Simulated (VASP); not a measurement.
# TaSb (CsCl type) (Pm-3m) in VASP: a series of runs, part 2 of 2

VASP 6.6.1. The steps go on from the part before.

## Step 3: Relaxation of cell and atoms, PBE, target pressure 71 GPa, at which the enthalpy is minimised

This run uses another cell than the first one, of 15.98 Å³/atom.

The input, INCAR:

```
SYSTEM = TaSb
PREC     = Accurate       ! precision mode
ENCUT    = 600            ! plane-wave cutoff, eV
EDIFF    = 1E-7           ! SCF threshold, eV
ISMEAR   = -1             ! smearing method
SIGMA    = 0.05           ! smearing width, eV
LREAL    = .FALSE.        ! projectors in reciprocal space
LASPH    = .TRUE.         ! aspherical terms in the spheres
NELM     = 60             ! most SCF steps
ALGO     = Normal         ! electronic algorithm
ISIF     = 3              ! what is computed and relaxed
LWAVE    = .FALSE.        ! write WAVECAR
LCHARG   = .FALSE.        ! write CHGCAR
GGA      = PE             ! functional
IBRION   = 2              ! ionic algorithm
NSW      = 60             ! ionic steps
EDIFFG   = -0.005         ! ionic threshold
PSTRESS  = 710.0
```

The input, KPOINTS:

```
regular mesh
0
G
  13 13 13
  0 0 0
```

The input, POSCAR:

```
TaSb
1.0
    3.1733145601      0.0000000000      0.0000000000
    0.0000000000      3.1733145601      0.0000000000
    0.0000000000      0.0000000000      3.1733145601
Ta Sb
1 1
Direct
    0.0000000000      0.0000000000      0.0000000000
    0.5000000000      0.5000000000      0.5000000000
```

Potentials or basis: VASP PAW PBE potentials, release 64 (Ta_pv, Sb).

The run is started by

```console
$ cat potpaw_PBE.64/Ta_pv/POTCAR potpaw_PBE.64/Sb/POTCAR > POTCAR
$ mpirun -np 1 vasp_std > vasp.out
```

OUTCAR:

```text
SYSTEM = TaSb
   PREC = Accurate
   ENCUT = 600
   EDIFF = 1E-7
   ISMEAR = -1
   LREAL = .FALSE.
   LASPH = .TRUE.
   NELM = 60
   ISIF = 3
   GGA = PE
   IBRION = 2
   NSW = 60
   EDIFFG = -0.005
   PSTRESS = 710.0

 ion  position               nearest neighbor table
   1  0.000  0.000  0.000-   2 2.75   2 2.75   2 2.75   2 2.75   2 2.75   2 2.75   2 2.75   2 2.75

   2  0.500  0.500  0.500-   1 2.75   1 2.75   1 2.75   1 2.75   1 2.75   1 2.75   1 2.75   1 2.75

  LATTYP: Found a simple cubic cell.
 ALAT       =     3.1733145601

  Lattice vectors:

 A1 = (   3.1733145601,   0.0000000000,   0.0000000000)
 A2 = (   0.0000000000,   3.1733145601,   0.0000000000)
 A3 = (   0.0000000000,   0.0000000000,   3.1733145601)

Analysis of symmetry for initial positions (statically):
=====================================================================
 Subroutine PRICEL returns:
 Original cell was already a primitive cell.

 Routine SETGRP: Setting up the symmetry group for a
 simple cubic supercell.

 Subroutine GETGRP returns: Found 48 space group operations
 (whereof 48 operations were pure point group operations)
 out of a pool of 48 trial point group operations.

The static configuration has the point symmetry O_h .

Analysis of symmetry for dynamics (positions and initial velocities):
=====================================================================
 Subroutine PRICEL returns:
 Original cell was already a primitive cell.

 Routine SETGRP: Setting up the symmetry group for a
 simple cubic supercell.

 Subroutine GETGRP returns: Found 48 space group operations
 (whereof 48 operations were pure point group operations)
 out of a pool of 48 trial point group operations.

The dynamic configuration has the point symmetry O_h .

 Subroutine INISYM returns: Found 48 space group operations
 (whereof 48 operations are pure point group operations),
 and found     1 'primitive' translations

----------------------------------------------------------------------------------------

                                     Primitive cell

  volume of cell :      31.9550

  direct lattice vectors                    reciprocal lattice vectors
     3.173314560  0.000000000  0.000000000     0.315127915  0.000000000  0.000000000
     0.000000000  3.173314560  0.000000000     0.000000000  0.315127915  0.000000000
     0.000000000  0.000000000  3.173314560     0.000000000  0.000000000  0.315127915

  length of vectors
     3.173314560  3.173314560  3.173314560     0.315127915  0.315127915  0.315127915

  position of ions in fractional coordinates (direct lattice)
     0.000000000  0.000000000  0.000000000
     0.500000000  0.500000000  0.500000000

  ion indices of the primitive-cell ions
   primitive index   ion index
                 1           1
                 2           2

----------------------------------------------------------------------------------------

 KPOINTS: regular mesh

Automatic generation of k-mesh.
 Grid dimensions read from file:
 generate k-points for:   13   13   13

[... 44 lines left out ...]
 [... further k-points ...]
   k-points           NKPTS =     84   k-points in BZ     NKDIM =     84   number of bands    NBANDS=     12
   number of dos      NEDOS =    301   number of ions     NIONS =      2
   total plane-waves  NPLWV =  21952
   dimension x,y,z NGX =    28 NGY =   28 NGZ =   28
   dimension x,y,z NGXF=    56 NGYF=   56 NGZF=   56
   ions per type =               1   1
   NGX,Y,Z   is equivalent  to a cutoff of  14.67, 14.67, 14.67 a.u.
   NGXF,Y,Z  is equivalent  to a cutoff of  29.34, 29.34, 29.34 a.u.
 SYSTEM =  TaSb
   PREC   = accura    normal or accurate (medium, high low for compatibility)
   ISTART =      0    job   : 0-new  1-cont  2-samecut
   ICHARG =      2    charge: 1-file 2-atom 10-const
   ISPIN  =      1    spin polarized calculation?
   LNONCOLLINEAR =      F non collinear calculations
   LSORBIT =      F    spin-orbit coupling
   LASPH  =      T    aspherical Exc in radial PAW
   ENCUT  =  600.0 eV  44.10 Ry    6.64 a.u.   6.34  6.34  6.34*2*pi/ulx,y,z
   NELM   =     60;   NELMIN=  2; NELMDL= -5     # of ELM steps
   EDIFF  = 0.1E-06   stopping-criterion for ELM
   LREAL  =      F    real-space projection
   EDIFFG = -.5E-02   stopping-criterion for IOM
   NSW    =     60    number of steps for IOM
   IBRION =      2    ionic relax: 0-MD 1-quasi-New 2-CG
   NFREE  =      1    steps in history (QN), initial steepest desc. (CG)
   ISIF   =      3    stress and relaxation
   ISYM   =      2    0-nonsym 1-usesym 2-fastsym
   POTIM  = 0.5000    time-step for ionic-motion
   TEBEG  =    0.0;   TEEND  =   0.0 temperature during run
   PSTRESS=  710.0 pullay stress
   NELECT =      16.0000    total number of electrons
   NUPDOWN=      -1.0000    fix difference up-down
   EMIN   =  10.00;   EMAX   =-10.00  energy-range for DOS
   EFERMI =   0.00;   METHOD = LEGACY
   ISMEAR =    -1;   SIGMA  =   0.05  broadening in eV -4-tet -1-fermi 0-gaus
   EFERMI_NEDOS =   21; number of points for ismear=-14 and -15
   IALGO  =     38    algorithm
   IMIX   =      4    mixing-type and parameters
     AMIX     =   0.40;   BMIX     =  1.00
     AMIX_MAG =   1.60;   BMIX_MAG =  1.00
  volume/ion in A,a.u.               =      15.98       107.82
  Fermi-wavevector in a.u.,A,eV,Ry     =   1.299975  2.456597 22.992965  1.689935
  Thomas-Fermi vector in A             =   2.431204
   LORBIT       =      0    0 simple, 1 ext, 2 COOP (PROOUT), +10 PAW based schemes
   GGA     = PE    functional components
   LHFCALC =     F    Hartree Fock is set to
   AEXX    =    0.0000 exact exchange contribution
   IVDW    =     0    specifies the selected vdW correction
   LEPSILON=     F    determine dielectric tensor
   LRPA    =     F    only Hartree local field effects (RPA)
 conjugate gradient relaxation of ions
 non-spin polarized calculation
  energy-cutoff  :      600.00
  volume of cell :       31.96
 maximum number of plane-waves:      1082
 NGX is ok and might be reduce to    28
   NGX = 13   NGY = 13   NGZ = 13

--------------------------------------- Ionic step        1  -------------------------------------------

 number of electron      15.9999999 magnetization

 Free energy of the ion-electron system (eV)
  ---------------------------------------------------
  ext. energy  EPLUGINS =         0.00000000
  ---------------------------------------------------
  free energy    TOTEN  =       -14.55576619 eV

  energy without entropy =      -14.54800091  energy(sigma->0) =      -14.55188355

------------------------ aborting loop because EDIFF is reached ----------------------------------------

  FORCE on cell =-STRESS in cart. coord.  units (eV):
  Direction    XX          YY          ZZ          XY          YZ          ZX
  --------------------------------------------------------------------------------------
  -------------------------------------------------------------------------------------
  Total       10.6376150     10.6376150     10.6376150      0.0000000      0.0000000      0.0000000
  in kB      533.3539045    533.3539045    533.3539045      0.0000000      0.0000000      0.0000000
  external PRESSURE =    -176.6460955 kB  Pullay stress =     710.0000000 kB
[... 139 lines left out ...]
--------------------------------------- Ionic step        5  -------------------------------------------

 number of electron      16.0000001 magnetization

 Free energy of the ion-electron system (eV)
  ---------------------------------------------------
  ext. energy  EPLUGINS =         0.00000000
  ---------------------------------------------------
  free energy    TOTEN  =       -14.00941072 eV

  energy without entropy =      -14.00172823  energy(sigma->0) =      -14.00556948

 E-fermi :  12.6648     XC(G=0): -13.1944

 val. band max:       12.6575128109   @ k =   0.4615   0.3077   0.2308
 cond. band min:      12.6666360380   @ k =   0.3077   0.3077   0.2308
 fundamental gap:      0.0091232270
 Fermi energy:        12.6647950296

 k-point     1 :       0.0000    0.0000    0.0000
  band No.  band energies     occupation
      1     -21.5143      2.00000
      2     -21.5143      2.00000
      3     -21.5143      2.00000
      4      -2.4053      2.00000
      5       9.0797      2.00000
      6       9.0797      2.00000
      7      13.7777      0.00000
      8      13.7777      0.00000
      9      13.7777      0.00000
     10      15.0343      0.00000
     11      15.0343      0.00000
     12      15.0343      0.00000
[... 331 lines left out ...]
 k-point    24 :       0.3846    0.3077    0.0000
  band No.  band energies     occupation
      1     -21.8591      2.00000
      2     -21.7599      2.00000
      3     -21.4448      2.00000
      4       1.1728      2.00000
      5       5.8781      2.00000
      6       7.9517      2.00000
      7      10.6460      2.00000
      8      11.6319      2.00000
      9      13.2630      0.00001
     10      16.3198      0.00000
     11      17.0589      0.00000
     12      19.2660      0.00000

 [... further k-points ...]
[... 5 lines left out ...]
  --------------------------------------------------------------------------------------
  -------------------------------------------------------------------------------------
  Total       13.5354101     13.5354101     13.5354101     -0.0000000      0.0000000     -0.0000000
  in kB      710.0951939    710.0951939    710.0951939     -0.0000000      0.0000000     -0.0000000
  external PRESSURE =       0.0951939 kB  Pullay stress =     710.0000000 kB
[... 21 lines left out ...]
  energy  without entropy=      -14.0017282298  energy(sigma->0) =      -14.00556948

  enthalpy is  TOTEN    =        -0.4758151688 eV   P V=       13.5335955549

 reached required accuracy - stopping structural energy minimisation
```

Wall time 72 s (1 thread of Intel Xeon 6975P-C (Granite Rapids), shared host); peak memory 0.2 GiB.

What came out:

| Item | Value |
| --- | --- |
| Free energy | -14.0094 eV |
| Relaxed volume | 15.27 Å³/atom |
| Relaxed cell | a = 3.126 Å, b = 3.126 Å, c = 3.126 Å, α = 90.00°, β = 90.00°, γ = 90.00° |
| Space group after relaxing (to 0.1 Å) | Pm-3m (No. 221) |
| Energy change on relaxing (the run minimises the enthalpy) | +273.2 meV/atom |
| Ionic steps | 5 |
| Pressure after relaxing | 71.0 GPa |
| Band gap on the k mesh | zero (bands 8 and 9 overlap by 3.31 eV) |

Step by step:
| step | energy change (eV) | largest force (eV/Å) | pressure (GPa) | volume (Å³) |
| --- | --- | --- | --- | --- |
| 1 | 0.0000 | 0.0000 | 53.34 | 31.96 |
| 2 | 5.4305 | 0.0000 | 208.63 | 24.48 |
| 3 | 0.4827 | 0.0000 | 69.01 | 30.69 |
| 4 | 0.5343 | 0.0000 | 70.63 | 30.57 |
| 5 | 0.5464 | 0.0000 | 71.01 | 30.54 |

Final structure:
```cif
data_structure
_symmetry_space_group_name_H-M 'P 1'
_symmetry_Int_Tables_number 1
_cell_length_a 3.1258
_cell_length_b 3.1258
_cell_length_c 3.1258
_cell_angle_alpha 90.000
_cell_angle_beta 90.000
_cell_angle_gamma 90.000
_cell_volume 30.54
loop_
_atom_site_label
_atom_site_type_symbol
_atom_site_fract_x
_atom_site_fract_y
_atom_site_fract_z
_atom_site_occupancy
Ta1 Ta 0.00000 0.00000 0.00000 1
Sb1 Sb 0.50000 0.50000 0.50000 1
```

Levels at points of the mesh, in eV from the Fermi level:
```
           k point  band 5  band 6  band 7  band 8  band 9  band 10  band 11  band 12
(0.00, 0.00, 0.00)   -3.59   -3.59    1.11    1.11    1.11     2.37     2.37     2.37
```

Caveat: the cell is relaxed towards a set pressure, so the run minimises the enthalpy, not the energy; spin-orbit coupling is left out, which moves the levels of the heavy elements.
